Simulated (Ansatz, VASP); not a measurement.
One calculation of HfH2, two programs

Contents of INCAR:

```
ALGO = Normal
EDIFF = 1E-8
ENCUT = 520
ISIF = 2
ISMEAR = -1
LASPH = True
LCHARG = False
LEFG = True
LREAL = False
LWAVE = False
NBANDS = 13
NELM = 60
PREC = Accurate
SIGMA = 0.03
```

Contents of KPOINTS:

```
k-points
0
Gamma
  15 15 15
```

The input POSCAR:

```
HfH2
1.0
   -1.7646497024      1.7646497024      2.1868652827
    1.7646497024     -1.7646497024      2.1868652827
    1.7646497024      1.7646497024     -2.1868652827
Hf H
1 2
Direct
    0.0000000000      0.0000000000      0.0000000000
    0.2500000000      0.7500000000      0.5000000000
    0.7500000000      0.2500000000      0.5000000000
```

Input for Ansatz:

```yaml
crystal:
  lattice:
    - [-1.7646497024, 1.7646497024, 2.1868652827]
    - [1.7646497024, -1.7646497024, 2.1868652827]
    - [1.7646497024, 1.7646497024, -2.1868652827]
  atoms:
    - { symbol: Hf, position: [0.0, 0.0, 0.0] }
    - { symbol: H, position: [0.25, 0.75, 0.5] }
    - { symbol: H, position: [0.75, 0.25, 0.5] }
kpoints:
  mp_grid: { grid: [15, 15, 15] }
scf:
  occupations: { method: fermi_dirac, width: 0.03 }
hamiltonian:
  xc: lda
  pseudopotentials: { kind: paw }
output:
  forces: true
  stress: true
  eigenvalues: true
  efg: { contact_densities: true }
  write_density: true
  write_potential: true
  elf: true
  volumetric_format: npy
```

Change from the starting cell: volume scaled by 1.06, PAW files.

Alike in both runs: task electric field gradients; functional LDA; k mesh 15 × 15 × 15; occupations fermi-dirac, width 0.03 eV; no spin polarisation.

```csv
,VASP,Ansatz
version,VASP 6.6.1,Ansatz 0.2.0
potentials or method,"VASP PAW LDA potentials, release 64 (Hf_pv, H)","PAW with Ansatz's default frozen-core files, scalar-relativistic"
plane-wave cutoff (eV),520,420
valence electrons in the cell,12,28
```

Ansatz gave:

* pressure (GPa): -12.4
* traceless stress, the component that is largest in VASP (GPa): 0.24
* size of Vzz on the site where it differs most (V/Å²): 34.1

Q: Which values does VASP return?

A: Pressure (GPa): -12.6; traceless stress, the component that is largest in VASP (GPa): 0.26; size of Vzz on the site where it differs most (V/Å²): 27.3.

LDA's correlation is that of Perdew and Zunger in VASP and of Perdew and Wang (1992) in Ansatz. VASP's potentials hold 12 valence electrons a cell and Ansatz's 28, so a difference there can come from the potentials and not from the codes.

Neither program's run includes spin-orbit coupling.
